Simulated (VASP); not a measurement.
**Na: single point with HSE06**

The system is Na.

```xyz
1
Lattice="-2.0424 2.0424 2.0424 2.0424 -2.0424 2.0424 2.0424 2.0424 -2.0424" Properties=species:S:1:pos:R:3 pbc="T T T"
Na    0.0000    0.0000    0.0000
```

```
Program                            : VASP 6.6.1
Task                               : single point
Functional                         : HSE06
Potentials or basis                : VASP PAW PBE potentials, release 64 (Na_pv)
Cutoff                             : 400 eV
k mesh                             : 6 × 6 × 6
Occupations                        : fermi-dirac, width 0.1 eV
Spin                               : no spin polarisation
Dipole correction                  : no
Grid for exact exchange (PRECFOCK) : Normal
Further INCAR settings             : ALGO = Normal; EDIFF = 1e-06; NBANDS = 10
Share of exact exchange            : 0.25
Screening parameter                : 0.2079 1/Å
```

```json
{
  "Pressure": "0.8 GPa",
  "Band gap on the k mesh": "zero (an odd number of electrons rules out a gap without spin polarisation)"
}
```

Levels at points of the mesh, in eV from the Fermi level:
| k point | band 1 | band 2 | band 3 | band 4 | band 5 | band 6 |
| --- | --- | --- | --- | --- | --- | --- |
| (0.00, 0.00, 0.00) | -27.88 | -27.88 | -27.88 | -4.09 | 12.90 | 12.90 |
| (0.50, 0.00, 0.00) | -27.93 | -27.90 | -27.88 | 0.84 | 1.47 | 9.07 |
| (0.50, 0.50, 0.50) | -27.92 | -27.92 | -27.92 | 5.02 | 5.02 | 5.61 |

Run time: 81 s on 1 thread of Intel(R) Xeon(R) 6975P-C (Granite Rapids), with other jobs on the host, peak memory 0.23 GiB.

Caveat: the k points lie up to 0.36 Å⁻¹ apart, too coarse for converged energies and pressures of a metal; the PAW data sets were made with another functional, which shifts forces and pressure a little.
